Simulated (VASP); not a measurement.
A run of VASP 6.6.1 is set up as follows.

Contents of INCAR:

```
SYSTEM = Mg
PREC = Accurate
ENCUT = 520
EDIFF = 1E-6
ISMEAR = -1
SIGMA = 0.05
LREAL = .False.
LASPH = .True.
NELM = 100
ALGO = Normal
ISIF = 2
LWAVE = .False.
LCHARG = .False.
GGA = PE
NBANDS = 9
```

The input KPOINTS:

```
regular mesh
0
Gamma
  12 12 7
  0 0 0
```

File POSCAR:

```
Mg
1.0
    3.2722144052      0.0000000000      0.0000000000
   -1.6361072025      2.8338208015      0.0000000000
    0.0000000000      0.0000000000      5.3125192770
Mg
2
Direct
    0.3333333333      0.6666666667      0.2500000000
    0.6666666667      0.3333333333      0.7500000000
```

Potentials or basis: VASP PAW PBE potentials, release 64 (Mg).

Launch:

```console
$ cat potpaw_PBE.64/Mg/POTCAR > POTCAR
$ mpirun -np 1 vasp_std > vasp.out
```

**Question.** Estimate the pressure.

**Answer.** -2.4 GPa.

**Question.** Predict the band gap on the k mesh.

**Answer.** Zero (bands 2 and 3 overlap by 2.23 eV).

Stress tensor (GPa, compression positive):
```
-2.09  0.00  0.00
 0.00 -2.09  0.00
 0.00  0.00 -2.90
```
